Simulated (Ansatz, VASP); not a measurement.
# PtSe2: VASP beside Ansatz

```
Pt Se
1.0
     1.84570    1.06562    5.76071
    -1.84570    1.06562    5.76071
     0.00000   -2.13123    5.76071
Pt Se
1 2
Direct
  0.00000 0.00000 0.00000
  0.25678 0.25678 0.25678
  0.74322 0.74322 0.74322
```

Alike in both runs: task single point; functional PBE; k mesh 6 × 6 × 6; occupations gaussian, width 0.2 eV; no spin polarisation.

```csv
,VASP,Ansatz
version,VASP 6.6.1,Ansatz 0.2.0
potentials or method,"VASP PAW PBE potentials, release 64 (Pt, Se)",plane waves
plane-wave cutoff (eV),500,420
valence electrons in the cell,22,50
```

|  | VASP | Ansatz | Ansatz less VASP |
| --- | --- | --- | --- |
| pressure (GPa) | 3.6 | 3.7 | +0.02 |
| traceless stress, the component that is largest in VASP (GPa) | -1.03 | -1.04 | -0.005 |
| rms of the force components (eV/Å) | 0.066 | 0.066 | -0.0002 |

Atom by atom the forces differ by 0.000 eV/Å (rms over components). VASP's potentials hold 22 valence electrons a cell and Ansatz's 50, so a difference there can come from the potentials and not from the codes.

Neither program's run includes spin-orbit coupling.
